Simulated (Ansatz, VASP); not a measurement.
# One calculation of Fe, two programs

The input INCAR:

```
PREC = Accurate ; ENCUT = 600
EDIFF = 1E-6 ; ISMEAR = -1
SIGMA = 0.05 ; LREAL = False
LASPH = True ; NELM = 200
ALGO = Normal ; ISIF = 2
LWAVE = False ; LCHARG = False
ISPIN = 2 ; MAGMOM = 0.8
LORBIT = 11 ; NUPDOWN = 0.8
LMAXMIX = 4 ; GGA = PS
NBANDS = 18 ; GGA_COMPAT = False
```

KPOINTS

```
Automatic mesh
0
Gamma
  11 11 11
```

Contents of POSCAR:

```
Fe
1.0
   -1.4430000000      1.4430000000      1.4430000000
    1.4430000000     -1.4430000000      1.4430000000
    1.4430000000      1.4430000000     -1.4430000000
Fe
1
Direct
    0.0000000000      0.0000000000      0.0000000000
```

input.yaml

```yaml
crystal:
  lattice:
    - [-1.443, 1.443, 1.443]
    - [1.443, -1.443, 1.443]
    - [1.443, 1.443, -1.443]
  atoms:
    - { symbol: Fe, position: [0.0, 0.0, 0.0], spin: 0.8 }
hamiltonian:
  xc: pbesol
  pseudopotentials: { kind: paw }
magnetization:
  spin_polarized: true
  initial_magnetization: 0.8
  spin_locking: { lock_magnetization: hard }
kpoints:
  mp_grid: { grid: [11, 11, 11] }
scf:
  occupations: { method: fermi_dirac, width: 0.05 }
  lower_state_search: "off"
output:
  forces: true
  stress: true
  eigenvalues: true
  write_density: true
  write_potential: true
  elf: true
  volumetric_format: npy
```

Alike in both runs: task single point; functional PBEsol; k mesh 11 × 11 × 11; occupations fermi-dirac, width 0.05 eV; collinear spin; fixed moment 0.8 μB.

|  | VASP | Ansatz |
| --- | --- | --- |
| version | VASP 6.6.1 | Ansatz 0.2.0 |
| potentials or method | VASP PAW PBE potentials, release 64 (Fe_sv) | Ansatz PAW |
| plane-wave cutoff (eV) | 600 | 420 |
| valence electrons in the cell | 16 | 16 |

|  | VASP | Ansatz | Ansatz less VASP |
| --- | --- | --- | --- |
| net moment per atom (μB) | 0.80 | 0.80 | 0.000 |
| size of the moment on the site where the two differ most (μB) | 0.84 | 0.85 | +0.005 |

VASP's potentials were made for PBE, not for PBEsol. Site moments also hang on the region over which each program counts them. With one functional, cell and mesh, what is left measures potentials, basis and numerics.
